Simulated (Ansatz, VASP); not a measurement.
# One calculation of Si5N, two programs

```xyz
6
Lattice="3.3957 -1.8082 -0.0276 3.3957 1.8082 -0.0276 -1.7727 0.0000 8.6164" Properties=species:S:1:pos:R:3 pbc="T T T"
Si    1.2937    0.0000    5.9384
Si    1.2824    0.0000    3.5688
Si    3.4826    0.0000    2.7263
Si    3.6817    0.0000    0.3579
Si   -0.9005    0.0000    6.7529
N    -1.0199    0.0000    8.5482
```

Change from the starting cell: the structure that the rattled cell fell into.

Alike in both runs: functional PBE; k mesh 10 × 10 × 4; occupations gaussian, width 0.1 eV; no spin polarisation.

Ansatz relaxed the structure, and its values are those at the end. VASP's run is a single point on that final structure, the one shown.

|  | VASP | Ansatz |
| --- | --- | --- |
| version | VASP 6.6.1 | Ansatz 0.2.0 |
| potentials or method | VASP PAW PBE potentials, release 64 (Si, N), cutoff 520 eV | scalar-relativistic, plane waves, PAW |
| valence electrons in the cell | 25 | 25 |

|  | VASP | Ansatz | Ansatz less VASP |
| --- | --- | --- | --- |
| gap on the k mesh at the Fermi level (eV) | none | none | - |
| pressure (GPa) | -0.1 | 0.0 | +0.08 |
| rms of the force components (eV/Å) | 0.005 | 0.001 | -0.0042 |

A gap of «none» marks a metal or a gap that the smearing closes. The functional is the same, so the differences come from potentials, cutoffs and numerics.
